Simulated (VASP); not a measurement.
# Si (Im-3m) in VASP: notebook

Si is run at these levels: PBE; tasks: single point, relaxation of cell and atoms.

All numbers are computed with VASP 6.6.1; they aren't measurements. Logs are shortened: lines on timing, memory, paths and dates and some standing lists are left out, and cuts for length are marked.

### 1 The cell of the first run

It takes space group Im-3m (No. 229, cubic). Conventional cell: a = 4.823 Å, b = 4.823 Å, c = 4.823 Å, α = 90.00°, β = 90.00°, γ = 90.00°. Si (site symmetry 4/mmm) has 4 Si at 2.41 Å within 3.2 Å.

### 2 Single point, PBE

Contents of INCAR:

```
ALGO = Normal
EDIFF = 1E-7
ENCUT = 520
GGA = PE
ISIF = 2
ISMEAR = 0
LASPH = True
LCHARG = True
LELF = True
LREAL = False
LVHAR = True
LWAVE = False
NBANDS = 13
NELM = 80
PREC = Accurate
SIGMA = 0.1
```

Contents of KPOINTS:

```
k-points
0
Gamma
  14 14 14
```

Contents of POSCAR:

```
Si
1.0
   -2.4114655415      2.4114655415      2.4114655415
    2.4114655415     -2.4114655415      2.4114655415
    2.4114655415      2.4114655415     -2.4114655415
Si
3
Direct
    0.0000000000      0.5000000000      0.5000000000
    0.5000000000      0.0000000000      0.5000000000
    0.5000000000      0.5000000000      0.0000000000
```

Potentials or basis: VASP PAW PBE potentials, release 64 (Si).

Command:

```bash
cat potpaw_PBE.64/Si/POTCAR > POTCAR
mpirun -np 1 vasp_std > vasp.out
```

OUTCAR:

```text
EDIFF = 1E-7
   ENCUT = 520
   GGA = PE
   ISIF = 2
   ISMEAR = 0
   LASPH = True
   LREAL = False
   NELM = 80
   PREC = Accurate

 ion  position               nearest neighbor table
   1  0.000  0.500  0.500-   2 2.41   3 2.41   3 2.41   2 2.41
   2  0.500  0.000  0.500-   1 2.41   3 2.41   3 2.41   1 2.41
   3  0.500  0.500  0.000-   1 2.41   2 2.41   2 2.41   1 2.41

  LATTYP: Found a body centered cubic cell.
 ALAT       =     4.8229310830

  Lattice vectors:

 A1 = (  -2.4114655415,   2.4114655415,   2.4114655415)
 A2 = (   2.4114655415,  -2.4114655415,   2.4114655415)
 A3 = (   2.4114655415,   2.4114655415,  -2.4114655415)

Analysis of symmetry for initial positions (statically):
=====================================================================
 Subroutine PRICEL returns:
 Original cell was already a primitive cell.

 Routine SETGRP: Setting up the symmetry group for a
 body centered cubic supercell.

 Subroutine GETGRP returns: Found 48 space group operations
 (whereof 48 operations were pure point group operations)
 out of a pool of 48 trial point group operations.

The static configuration has the point symmetry O_h .

Analysis of symmetry for dynamics (positions and initial velocities):
=====================================================================
 Subroutine PRICEL returns:
 Original cell was already a primitive cell.

 Routine SETGRP: Setting up the symmetry group for a
 body centered cubic supercell.

 Subroutine GETGRP returns: Found 48 space group operations
 (whereof 48 operations were pure point group operations)
 out of a pool of 48 trial point group operations.

The dynamic configuration has the point symmetry O_h .

 Subroutine INISYM returns: Found 48 space group operations
 (whereof 48 operations are pure point group operations),
 and found     1 'primitive' translations

----------------------------------------------------------------------------------------

                                     Primitive cell

  volume of cell :      56.0923

  direct lattice vectors                    reciprocal lattice vectors
    -2.411465542  2.411465542  2.411465542     0.000000000  0.207342793  0.207342793
     2.411465542 -2.411465542  2.411465542     0.207342793  0.000000000  0.207342793
     2.411465542  2.411465542 -2.411465542     0.207342793  0.207342793  0.000000000

  length of vectors
     4.176780839  4.176780839  4.176780839     0.293226990  0.293226990  0.293226990

  position of ions in fractional coordinates (direct lattice)
     0.000000000  0.500000000  0.500000000
     0.500000000  0.000000000  0.500000000
     0.500000000  0.500000000  0.000000000

  ion indices of the primitive-cell ions
   primitive index   ion index
                 1           1
                 2           2
                 3           3

----------------------------------------------------------------------------------------

 KPOINTS: k-points

Automatic generation of k-mesh.
 Grid dimensions read from file:
 generate k-points for:   14   14   14

 Generating k-lattice:

  Cartesian coordinates                     Fractional coordinates (reciprocal lattice)
     0.000000000  0.014810199  0.014810199     0.071428571  0.000000000  0.000000000
     0.014810199  0.000000000  0.014810199     0.000000000  0.071428571  0.000000000
     0.014810199  0.014810199  0.000000000     0.000000000  0.000000000  0.071428571

  Length of vectors
     0.020944785  0.020944785  0.020944785

  Shift w.r.t. Gamma in fractional coordinates (k-lattice)
     0.000000000  0.000000000  0.000000000

 Subroutine IBZKPT returns following result:
 ===========================================

 Found    104 irreducible k-points:

 Following reciprocal coordinates:
            Coordinates               Weight
  0.000000  0.000000  0.000000      1.000000
  0.071429  0.000000  0.000000     12.000000
  0.142857  0.000000  0.000000     12.000000
  0.214286  0.000000  0.000000     12.000000
  0.285714  0.000000  0.000000     12.000000
  0.357143  0.000000  0.000000     12.000000
[... 16 lines left out ...]
  0.285714  0.285714  0.000000     24.000000
  0.357143  0.285714 -0.000000     24.000000
 [... further k-points ...]
   k-points           NKPTS =    104   k-points in BZ     NKDIM =    104   number of bands    NBANDS=     13
   number of dos      NEDOS =    301   number of ions     NIONS =      3
   total plane-waves  NPLWV =  32768
   dimension x,y,z NGX =    32 NGY =   32 NGZ =   32
   dimension x,y,z NGXF=    64 NGYF=   64 NGZF=   64
   ions per type =               3
   NGX,Y,Z   is equivalent  to a cutoff of  12.74, 12.74, 12.74 a.u.
   NGXF,Y,Z  is equivalent  to a cutoff of  25.47, 25.47, 25.47 a.u.
 SYSTEM =  unknown system
   PREC   = accura    normal or accurate (medium, high low for compatibility)
   ISTART =      0    job   : 0-new  1-cont  2-samecut
   ICHARG =      2    charge: 1-file 2-atom 10-const
   ISPIN  =      1    spin polarized calculation?
   LNONCOLLINEAR =      F non collinear calculations
   LSORBIT =      F    spin-orbit coupling
   LASPH  =      T    aspherical Exc in radial PAW
   ENCUT  =  520.0 eV  38.22 Ry    6.18 a.u.   7.77  7.77  7.77*2*pi/ulx,y,z
   NELM   =     80;   NELMIN=  2; NELMDL= -5     # of ELM steps
   EDIFF  = 0.1E-06   stopping-criterion for ELM
   LREAL  =      F    real-space projection
   EDIFFG = 0.1E-05   stopping-criterion for IOM
   NSW    =      0    number of steps for IOM
   IBRION =     -1    ionic relax: 0-MD 1-quasi-New 2-CG
   NFREE  =      0    steps in history (QN), initial steepest desc. (CG)
   ISIF   =      2    stress and relaxation
   ISYM   =      2    0-nonsym 1-usesym 2-fastsym
   POTIM  = 0.5000    time-step for ionic-motion
   TEBEG  =    0.0;   TEEND  =   0.0 temperature during run
   PSTRESS=    0.0 pullay stress
   NELECT =      12.0000    total number of electrons
   NUPDOWN=      -1.0000    fix difference up-down
   EMIN   =  10.00;   EMAX   =-10.00  energy-range for DOS
   EFERMI =   0.00;   METHOD = LEGACY
   ISMEAR =     0;   SIGMA  =   0.10  broadening in eV -4-tet -1-fermi 0-gaus
   EFERMI_NEDOS =   21; number of points for ismear=-14 and -15
   IALGO  =     38    algorithm
   IMIX   =      4    mixing-type and parameters
     AMIX     =   0.40;   BMIX     =  1.00
     AMIX_MAG =   1.60;   BMIX_MAG =  1.00
  volume/ion in A,a.u.               =      18.70       126.18
  Fermi-wavevector in a.u.,A,eV,Ry     =   0.979116  1.850261 13.043474  0.958668
  Thomas-Fermi vector in A             =   2.109944
   LORBIT       =      0    0 simple, 1 ext, 2 COOP (PROOUT), +10 PAW based schemes
   GGA     = PE    functional components
   LHFCALC =     F    Hartree Fock is set to
   AEXX    =    0.0000 exact exchange contribution
   IVDW    =     0    specifies the selected vdW correction
   LEPSILON=     F    determine dielectric tensor
   LRPA    =     F    only Hartree local field effects (RPA)
 non-spin polarized calculation
 Gauss-broadening in eV      SIGMA  =   0.10
  energy-cutoff  :      520.00
  volume of cell :       56.09
 maximum number of plane-waves:      1528
   NGX = 15   NGY = 15   NGZ = 15

 number of electron      12.0000000 magnetization

 Free energy of the ion-electron system (eV)
  ---------------------------------------------------
  ext. energy  EPLUGINS =         0.00000000
  ---------------------------------------------------
  free energy    TOTEN  =       -13.98841151 eV

  energy without entropy =      -13.97657092  energy(sigma->0) =      -13.98249121

 E-fermi :   6.7953     XC(G=0):  -9.9493

 val. band max:        6.7918851575   @ k =  -0.3571   0.4286   0.0714
 cond. band min:       6.8082529786   @ k =  -0.3571   0.5000   0.2143
 fundamental gap:      0.0163678211
 Fermi energy:         6.7953147102

 k-point     1 :       0.0000    0.0000    0.0000
  band No.  band energies     occupation
      1      -5.8740      2.00000
      2       3.8016      2.00000
      3       3.8016      2.00000
      4       3.8016      2.00000
      5       4.4774      2.00000
      6       4.4774      2.00000
      7       7.9064      0.00000
      8       7.9064      0.00000
      9       7.9064      0.00000
     10       9.4635      0.00000
     11       9.4635      0.00000
     12       9.4635      0.00000
     13      11.4986      0.00000

 k-point     2 :       0.0714    0.0000    0.0000
  band No.  band energies     occupation
      1      -5.8156      2.00000
      2       3.0412      2.00000
      3       3.5054      2.00000
      4       3.7278      2.00000
      5       4.7789      2.00000
      6       5.1732      2.00000
      7       7.4572      0.00000
      8       7.6031      0.00000
      9       8.0506      0.00000
     10       9.6547      0.00000
     11       9.8792      0.00000
     12       9.9314      0.00000
     13      11.8049      0.00000

 k-point     3 :       0.1429    0.0000    0.0000
  band No.  band energies     occupation
      1      -5.6411      2.00000
      2       1.9891      2.00000
      3       3.0497      2.00000
      4       3.5377      2.00000
      5       5.2586      2.00000
      6       6.0439      2.00000
      7       6.7397      1.56845
      8       7.0785      0.00006
      9       8.4694      0.00000
     10      10.1962      0.00000
     11      10.7039      0.00000
     12      10.7397      0.00000
     13      12.6792      0.00000
[... 305 lines left out ...]
 k-point    23 :       0.2857    0.2857    0.0000
  band No.  band energies     occupation
      1      -3.2758      2.00000
      2      -1.9865      2.00000
      3      -0.3242      2.00000
      4       3.8452      2.00000
      5       4.8551      2.00000
      6       5.7043      2.00000
      7       8.8763      0.00000
      8       8.9384      0.00000
      9      10.0213      0.00000
     10      10.5939      0.00000
     11      14.0617      0.00000
     12      14.0825      0.00000
     13      15.0598      0.00000

 k-point    24 :       0.3571    0.2857   -0.0000
  band No.  band energies     occupation
      1      -2.8584      2.00000
      2      -2.3880      2.00000
      3      -0.4839      2.00000
      4       3.7671      2.00000
      5       5.0359      2.00000
      6       5.6388      2.00000
      7       8.6442      0.00000
      8       9.1991      0.00000
      9      10.1143      0.00000
     10      10.8764      0.00000
     11      13.8476      0.00000
     12      14.1174      0.00000
     13      14.9614      0.00000

 [... further k-points ...]
[... 5 lines left out ...]
  --------------------------------------------------------------------------------------
  -------------------------------------------------------------------------------------
  Total       -0.0176142     -0.0176142     -0.0176142     -0.0000000     -0.0000000     -0.0000000
  in kB       -0.5031194     -0.5031194     -0.5031194     -0.0000000     -0.0000000     -0.0000000
  external PRESSURE =      -0.5031194 kB  Pullay stress =       0.0000000 kB

 VOLUME and BASIS-vectors are now :
 -----------------------------------------------------------------------------
  energy-cutoff  :      520.00
  volume of cell :       56.09
      direct lattice vectors                 reciprocal lattice vectors
    -2.411465542  2.411465542  2.411465542     0.000000000  0.207342793  0.207342793
     2.411465542 -2.411465542  2.411465542     0.207342793  0.000000000  0.207342793
     2.411465542  2.411465542 -2.411465542     0.207342793  0.207342793  0.000000000

 POSITION                                       TOTAL-FORCE (eV/Angst)
 -----------------------------------------------------------------------------------
      2.41147      0.00000      0.00000         0.000000      0.000000      0.000000
      0.00000      2.41147      0.00000        -0.000000     -0.000000     -0.000000
      0.00000      0.00000      2.41147        -0.000000      0.000000      0.000000
 -----------------------------------------------------------------------------------
    total drift:                               -0.000000     -0.000000      0.000000

  FREE ENERGIE OF THE ION-ELECTRON SYSTEM (eV)
  ---------------------------------------------------
  free  energy   TOTEN  =       -13.9884115092 eV

  energy  without entropy=      -13.9765709189  energy(sigma->0) =      -13.98249121
```

It took 46 s on 1 thread of Intel Xeon Platinum 8259CL at 2.50GHz (Skylake/Cascade Lake), shared host; peak memory 0.2 GiB.

Results:

```
Free energy            : -13.9884 eV
Pressure               : -0.1 GPa
Band gap on the k mesh : zero (band 6 reaches 8.13 eV, above the bottom of band 7 at 5.91 eV)
```

### 3 Relaxation of cell and atoms, PBE

This run uses another cell than the first one, of 18.88 Å³/atom, 1.010 times its volume.

Contents of INCAR:

```
SYSTEM = Si
  PREC = Accurate
  ENCUT = 600
  EDIFF = 1E-6
  ISMEAR = 0
  SIGMA = 0.1
  LREAL = .False.
  LASPH = .True.
  NELM = 100
  ALGO = Normal
  ISIF = 3
  LWAVE = .False.
  LCHARG = .False.
  GGA = PE
  IBRION = 2
  NSW = 100
  EDIFFG = -0.01
```

Contents of KPOINTS:

```
Automatic mesh
0
Gamma
  14 14 14
  0 0 0
```

Contents of POSCAR:

```
Si
1.0
   -2.4192317929      2.4192317929      2.4192317929
    2.4192317929     -2.4192317929      2.4192317929
    2.4192317929      2.4192317929     -2.4192317929
Si
3
Direct
    0.0000000000      0.5000000000      0.5000000000
    0.5000000000      0.0000000000      0.5000000000
    0.5000000000      0.5000000000      0.0000000000
```

Potentials or basis: VASP PAW PBE potentials, release 64 (Si).

Command:

```bash
cat potpaw_PBE.64/Si/POTCAR > POTCAR
mpirun -np 1 vasp_std > vasp.out
```

Run time: 69 s. Hardware: 1 thread of Intel Xeon Platinum 8259CL at 2.50GHz (Skylake/Cascade Lake), shared host; peak memory 0.23 GiB.

The run converged. Its results:

* Free energy: -13.9886 eV
* Relaxed volume: 18.67 Å³/atom
* Relaxed cell: a = 4.175 Å, b = 4.175 Å, c = 4.175 Å, α = 109.47°, β = 109.47°, γ = 109.47°
* Space group after relaxing (to 0.05 Å): Im-3m (No. 229)
* Energy gained by relaxing: 0.4 meV/atom
* Ionic steps: 2
* Pressure after relaxing: 0.0 GPa
* Band gap on the k mesh: zero (band 6 reaches 8.14 eV, above the bottom of band 7 at 5.92 eV)

Step by step:
```tsv
step	energy change (eV)	largest force (eV/Å)	pressure (GPa)	volume (Å³)
1	0.0000	0.0000	-0.64	56.64
2	-0.0012	0.0000	0.04	56.02
```

Final structure:
```cif
data_structure
_symmetry_space_group_name_H-M 'P 1'
_symmetry_Int_Tables_number 1
_cell_length_a 4.1749
_cell_length_b 4.1749
_cell_length_c 4.1749
_cell_angle_alpha 109.471
_cell_angle_beta 109.471
_cell_angle_gamma 109.471
_cell_volume 56.02
loop_
_atom_site_label
_atom_site_type_symbol
_atom_site_fract_x
_atom_site_fract_y
_atom_site_fract_z
_atom_site_occupancy
Si1 Si 0.00000 0.50000 0.50000 1
Si2 Si 0.50000 0.00000 0.50000 1
Si3 Si 0.50000 0.50000 0.00000 1
```

Levels at points of the mesh, in eV from the Fermi level:
| k point | band 3 | band 4 | band 5 | band 6 | band 7 | band 8 | band 9 | band 10 |
| --- | --- | --- | --- | --- | --- | --- | --- | --- |
| (0.00, 0.00, 0.00) | -3.00 | -3.00 | -2.31 | -2.31 | 1.11 | 1.11 | 1.11 | 2.66 |
| (0.50, 0.00, 0.00) | -4.98 | -4.09 | -1.83 | -1.12 | 0.52 | 2.33 | 3.40 | 4.70 |
| (0.50, 0.50, 0.50) | -5.73 | -5.73 | -5.73 | -2.90 | 3.59 | 3.59 | 3.59 | 6.75 |
